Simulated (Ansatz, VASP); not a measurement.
**Two plane-wave programs on Bi**

```
CELL_PARAMETERS angstrom
-1.98143 1.98143 1.98143
1.98143 -1.98143 1.98143
1.98143 1.98143 -1.98143
ATOMIC_POSITIONS crystal
Bi 0.00000 0.00000 0.00000
```

Alike in both runs: task single point; functional r2SCAN0; k mesh 5 × 5 × 5; occupations methfessel-paxton of order 1, width 0.2 eV; collinear spin.

```csv
,VASP,Ansatz
version,VASP 6.6.1,Ansatz 0.2.0
potentials or method,"VASP PAW PBE potentials, release 64 (Bi_d)",Ansatz PAW
plane-wave cutoff (eV),520,500
valence electrons in the cell,15,15
```

```tsv
	VASP	Ansatz	Ansatz less VASP
gap on the k mesh at the Fermi level (eV)	none	none	-
pressure (GPa)	-1.3	-2.9	-1.63
net moment per atom (μB)	0.25	0.34	+0.097
size of the moment on the site where the two differ most (μB)	0.14	0.24	+0.101
```

VASP's potentials were made for PBE, not for r2SCAN0. Site moments also hang on the region over which each program counts them. A gap of «none» marks a metal or a gap that the smearing closes. The functional is the same, so the differences come from potentials, cutoffs and numerics.

The k mesh is coarse, so the values compare programs but aren't converged. Neither program's run includes spin-orbit coupling.
